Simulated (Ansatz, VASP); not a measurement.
# Two plane-wave programs on Hg

INCAR

```
PREC = Accurate
ENCUT = 550
EDIFF = 1E-7
ISMEAR = -1
SIGMA = 0.05
LREAL = False
LASPH = True
NELM = 120
ALGO = Normal
ISIF = 3
LWAVE = False
LCHARG = False
IBRION = 2
NSW = 60
EDIFFG = -0.005
GGA_COMPAT = False
NELMIN = 4
```

KPOINTS

```
Automatic mesh
0
Gamma
  16 16 16
```

Contents of POSCAR:

```
Hg
1.0
    0.0000000000      2.2470248744      2.2470248744
    2.2470248744      0.0000000000      2.2470248744
    2.2470248744      2.2470248744      0.0000000000
Hg
1
Direct
    0.0000000000      0.0000000000      0.0000000000
```

Input for Ansatz:

```yaml
crystal:
  lattice:
    - [0.0, 2.2470248744, 2.2470248744]
    - [2.2470248744, 0.0, 2.2470248744]
    - [2.2470248744, 2.2470248744, 0.0]
  atoms:
    - { symbol: Hg, position: [0.0, 0.0, 0.0] }
kpoints:
  mp_grid: { grid: [16, 16, 16] }
scf:
  occupations: { method: fermi_dirac, width: 0.05 }
hamiltonian:
  xc: lda
  pseudopotentials: { kind: paw }
output:
  forces: true
  stress: true
relax:
  f_tol: 0.005
  max_steps: 40
  cell: {}
```

Alike in both runs: task relaxation of cell and atoms; functional LDA; k mesh 16 × 16 × 16; occupations fermi-dirac, width 0.05 eV; no spin polarisation.

|  | VASP | Ansatz |
| --- | --- | --- |
| version | VASP 6.6.1 | Ansatz 0.2.0 |
| potentials or method | VASP PAW LDA potentials, release 64 (Hg_sv_GW) | PAW with Ansatz's default frozen-core files, scalar-relativistic |
| plane-wave cutoff (eV) | 550 | 420 |
| valence electrons in the cell | 20 | 20 |

Ansatz gave:

| Property | Result |
| --- | --- |
| relaxed volume (Å³/atom) | 21.93 |
| relaxed length of the cell vector where the two differ most in proportion (Å) | 3.142 |

What did VASP give for the same quantities?

Relaxed volume (Å³/atom): 21.95; relaxed length of the cell vector where the two differ most in proportion (Å): 3.143.

LDA's correlation is that of Perdew and Zunger in VASP and of Perdew and Wang (1992) in Ansatz.

Neither program's run includes spin-orbit coupling.
